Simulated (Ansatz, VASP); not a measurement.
Ta: VASP beside Ansatz

The input INCAR:

```
SYSTEM = Ta
PREC     = Accurate       ! precision mode
ENCUT    = 520            ! plane-wave cutoff, eV
EDIFF    = 1E-6           ! SCF threshold, eV
ISMEAR   = 0              ! smearing method
SIGMA    = 0.15           ! smearing width, eV
LREAL    = .FALSE.        ! projectors in reciprocal space
LASPH    = .TRUE.         ! aspherical terms in the spheres
NELM     = 100            ! most SCF steps
ALGO     = Fast           ! electronic algorithm
ISIF     = 2              ! what is computed and relaxed
LWAVE    = .FALSE.        ! write WAVECAR
LCHARG   = .FALSE.        ! write CHGCAR
GGA      = PE             ! functional
NBANDS   = 12             ! bands
```

File KPOINTS:

```
Automatic mesh
0
G
  20 20 20
  0 0 0
```

The input POSCAR:

```
Ta
1.0
   -1.6512800000      1.6512800000      1.6760492000
    1.6512800000     -1.6512800000      1.6760492000
    1.6512800000      1.6512800000     -1.6760492000
Ta
1
Direct
    0.0000000000      0.0000000000      0.0000000000
```

Input for Ansatz:

```yaml
crystal:
  lattice:
    - [-1.65128, 1.65128, 1.6760492]
    - [1.65128, -1.65128, 1.6760492]
    - [1.65128, 1.65128, -1.6760492]
  atoms:
    - { symbol: Ta, position: [0.0, 0.0, 0.0] }
basis:
  ecutwfc: 420
kpoints:
  mp_grid: { grid: [20, 20, 20] }
hamiltonian:
  xc: pbe
scf:
  occupations: { method: gaussian, width: 0.15 }
output:
  forces: true
  stress: true
  eigenvalues: true
```

Change from the starting cell: strain +0.000 along x and y, +0.015 along z, atoms carried along.

Alike in both runs: task single point; functional PBE; k mesh 20 × 20 × 20; occupations gaussian, width 0.15 eV; no spin polarisation.

```csv
,VASP,Ansatz
version,VASP 6.6.1,Ansatz 0.2.0
potentials or method,"VASP PAW PBE potentials, release 64 (Ta_pv), cutoff 520 eV","scalar-relativistic, plane waves, PAW"
valence electrons in the cell,11,13
```

```tsv
	VASP	Ansatz	Ansatz less VASP
gap on the k mesh at the Fermi level (eV)	none	none	-
pressure (GPa)	0.2	0.1	-0.10
traceless stress, the component that is largest in VASP (GPa)	-1.16	-1.16	-0.003
```

A gap of «none» marks a metal or a gap that the smearing closes. VASP's potentials hold 11 valence electrons a cell and Ansatz's 13, so a difference there can come from the potentials and not from the codes.

Neither program's run includes spin-orbit coupling.
